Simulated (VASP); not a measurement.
Here is a VASP 6.6.1 calculation.

POSCAR

```
Ta
1.0
   -1.6533592789      1.6533592789      1.6533592789
    1.6533592789     -1.6533592789      1.6533592789
    1.6533592789      1.6533592789     -1.6533592789
Ta
1
Direct
    0.0000000000      0.0000000000      0.0000000000
```

INCAR.step1

```
ALGO = Normal ; EDIFF = 1E-4
ENCUT = 520 ; GGA = PE
ISMEAR = -1 ; LASPH = T
LCHARG = F ; LREAL = F
LWAVE = T ; NBANDS = 12
NELM = 60 ; PREC = Accurate
SIGMA = 0.1
```

Contents of INCAR.step2:

```
ALGO = Normal ; EDIFF = 1E-7
ENCUT = 520 ; ISIF = 2
ISMEAR = -1 ; ISTART = 1
LASPH = T ; LCHARG = F
LMIXTAU = T ; LREAL = F
LWAVE = F ; METAGGA = R2SCAN
NBANDS = 12 ; NELM = 60
PREC = Accurate ; SIGMA = 0.1
```

KPOINTS

```
k-points
0
Gamma
  2 2 2
```

Potentials or basis: VASP PAW PBE potentials, release 64 (Ta_pv).

Launch:

```console
$ cat potpaw_PBE.64/Ta_pv/POTCAR > POTCAR
$ cp INCAR.step1 INCAR
$ mpirun -np 1 vasp_std > vasp.out
$ cp INCAR.step2 INCAR
$ mpirun -np 1 vasp_std > vasp.out
```

Problem. Estimate the pressure.

Solution. -27.4 GPa.

Caveat: the k points lie up to 1.34 Å⁻¹ apart; the PAW data sets were made with another functional, which shifts forces and pressure a little.
